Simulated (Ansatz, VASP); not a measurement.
SiGe: VASP beside Ansatz

Contents of POSCAR:

```
SiGe
1.0
    3.9043776430      0.0000000000      0.0000000000
   -1.9521888215      3.3812902248      0.0000000000
    0.0000000000      0.0000000000      6.4536796672
Si Ge
2 2
Direct
    0.6666666667      0.3333333333      0.8744661518
    0.3333333333      0.6666666667      0.3744661518
    0.6666666667      0.3333333333      0.5005328482
    0.3333333333      0.6666666667      0.0005328482
```

File INCAR.step1:

```
PREC = Accurate
ENCUT = 520
ISMEAR = 0
SIGMA = 0.05
LREAL = F
LASPH = T
NELM = 80
NBANDS = 26
GGA = PE
ALGO = Normal
EDIFF = 1E-4
LWAVE = T
LCHARG = F
```

Contents of INCAR.step2:

```
PREC = Accurate
ENCUT = 520
EDIFF = 1E-7
ISMEAR = 0
SIGMA = 0.05
LREAL = F
LASPH = T
NELM = 80
ALGO = Normal
ISIF = 2
LWAVE = F
LCHARG = T
METAGGA = R2SCAN
LMIXTAU = T
LELF = T
LVHAR = T
NBANDS = 26
ISTART = 1
```

KPOINTS

```
Automatic mesh
0
Gamma
  12 12 6
```

Input for Ansatz:

```yaml
crystal:
  lattice:
    - [3.904377643, 0.0, 0.0]
    - [-1.9521888215, 3.3812902248, 0.0]
    - [0.0, 0.0, 6.4536796672]
  atoms:
    - { symbol: Si, position: [0.6666666667, 0.3333333333, 0.8744661518] }
    - { symbol: Si, position: [0.3333333333, 0.6666666667, 0.3744661518] }
    - { symbol: Ge, position: [0.6666666667, 0.3333333333, 0.5005328482] }
    - { symbol: Ge, position: [0.3333333333, 0.6666666667, 0.0005328482] }
basis:
  ecutwfc: 500
kpoints:
  mp_grid: { grid: [12, 12, 6] }
hamiltonian:
  xc: r2scan
scf:
  occupations: { method: gaussian, width: 0.05 }
output:
  forces: true
  stress: true
  eigenvalues: true
```

Alike in both runs: task single point; functional r2SCAN; k mesh 12 × 12 × 6; occupations gaussian, width 0.05 eV; no spin polarisation.

|  | VASP | Ansatz |
| --- | --- | --- |
| version | VASP 6.6.1 | Ansatz 0.2.0 |
| potentials or method | VASP PAW PBE potentials, release 64 (Si, Ge_d), cutoff 520 eV | scalar-relativistic, plane waves, PAW |
| valence electrons in the cell | 36 | 36 |

Ansatz gave:

- gap on the k mesh at the Fermi level (eV): 0.66
- least direct gap on the mesh (eV): 0.79
- pressure (GPa): 0.0

Question: What did VASP give for the same quantities?

Answer: gap on the k mesh at the Fermi level (eV): 0.66; least direct gap on the mesh (eV): 0.78; pressure (GPa): 0.0.

VASP's potentials were made for PBE, not for r2SCAN.
